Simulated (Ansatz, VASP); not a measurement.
GeCN2: VASP beside Ansatz

Contents of INCAR:

```
ALGO = Normal
EDIFF = 1E-6
ENCUT = 520
GGA = CA
ISIF = 2
ISMEAR = -1
LASPH = True
LCHARG = False
LREAL = False
LWAVE = False
NBANDS = 22
NELM = 60
PREC = Accurate
SIGMA = 0.05
```

File KPOINTS:

```
k-points
0
Gamma
  9 9 9
```

POSCAR

```
GeCN2
1.0
    1.8173955815      1.0492738282      4.9867272349
   -1.8173955815      1.0492738282      4.9867272349
    0.0000000000     -2.0985476564      4.9867272349
Ge N C
1 2 1
Direct
    0.0000000000      0.0000000000      0.0000000000
    0.5839044000      0.5839044000      0.5839044000
    0.4160956000      0.4160956000      0.4160956000
    0.5000000000      0.5000000000      0.5000000000
```

input.yaml

```yaml
crystal:
  lattice:
    - [1.8173955815, 1.0492738282, 4.9867272349]
    - [-1.8173955815, 1.0492738282, 4.9867272349]
    - [0.0, -2.0985476564, 4.9867272349]
  atoms:
    - { symbol: Ge, position: [0.0, 0.0, 0.0] }
    - { symbol: "N", position: [0.5839044, 0.5839044, 0.5839044] }
    - { symbol: "N", position: [0.4160956, 0.4160956, 0.4160956] }
    - { symbol: C, position: [0.5, 0.5, 0.5] }
hamiltonian:
  xc: lda
  pseudopotentials: { kind: paw }
kpoints:
  mp_grid: { grid: [9, 9, 9] }
scf:
  occupations: { method: fermi_dirac, width: 0.05 }
output:
  forces: true
  stress: true
  eigenvalues: true
```

Alike in both runs: task single point; functional LDA; k mesh 9 × 9 × 9; occupations fermi-dirac, width 0.05 eV; no spin polarisation.

|  | VASP | Ansatz |
| --- | --- | --- |
| version | VASP 6.6.1 | Ansatz 0.2.0 |
| potentials or method | VASP PAW LDA potentials, release 64 (Ge_d, N, C) | Ansatz PAW |
| plane-wave cutoff (eV) | 520 | 420 |
| valence electrons in the cell | 28 | 28 |

|  | VASP | Ansatz | Ansatz less VASP |
| --- | --- | --- | --- |
| gap on the k mesh at the Fermi level (eV) | 1.04 | 1.05 | +0.016 |
| least direct gap on the mesh (eV) | 1.88 | 1.91 | +0.031 |
| pressure (GPa) | -10.8 | -11.0 | -0.22 |
| traceless stress, the component that is largest in VASP (GPa) | -7.18 | -7.92 | -0.741 |
| rms of the force components (eV/Å) | 0.510 | 0.566 | +0.0556 |

LDA's correlation is that of Perdew and Zunger in VASP and of Perdew and Wang (1992) in Ansatz. Atom by atom the forces differ by 0.056 eV/Å (rms over components).

Noted on VASP's run: the standard files for N, O and F lose accuracy on very short bonds. Noted on Ansatz's run: odd divisions of the mesh miss points on the zone boundary, where band edges often lie, so the gap on the mesh can be too wide.
